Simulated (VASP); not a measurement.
SnGe7, 8 atoms in the cell. It takes space group P-4m2 (No. 115, tetragonal). The conventional cell has a = 4.155 Å, b = 4.155 Å, c = 11.775 Å, α = 90.00°, β = 90.00°, γ = 90.00°. Sn (site symmetry -4m2) has 4 Ge at 2.64 Å within 3.5 Å. Within 3.3 Å of Ge (site symmetry 2mm) lie 4 Ge at 2.51 to 2.52 Å. Ge (site symmetry 2mm) has 4 Ge at 2.52 Å within 3.3 Å. Within 3.3 Å of Ge (site symmetry 2mm) lie 2 Ge at 2.51 Å and 2 Sn at 2.64 Å. Ge (site symmetry -4m2) has 4 Ge at 2.52 Å within 3.3 Å. 

* Program: VASP 6.6.1
* Task: single point
* Functional: PBE
* Potentials or basis: VASP PAW PBE potentials, release 64 (Sn_d, Ge_d)
* Cutoff: 520 eV
* k mesh: 6 × 6 × 2
* Occupations: gaussian, width 0.2 eV
* Spin: no spin polarisation
* Dipole correction: no
* Further INCAR settings: ALGO = Normal; EDIFF = 1e-06; NBANDS = 66

Potentials or basis: VASP PAW PBE potentials, release 64 (Sn_d, Ge_d).

Command:

```sh
$ cat potpaw_PBE.64/Sn_d/POTCAR potpaw_PBE.64/Ge_d/POTCAR > POTCAR
$ mpirun -np 1 vasp_std > vasp.out
```

Hardware: 1 thread of Intel Xeon 8259CL (shared host).

Q: Estimate the wall time of this run.

A: It took 9.3 min on 1 thread of Intel Xeon 8259CL, with other jobs on the host, peak memory 0.4 GiB. Counts: scf iterations 15, k points 20.
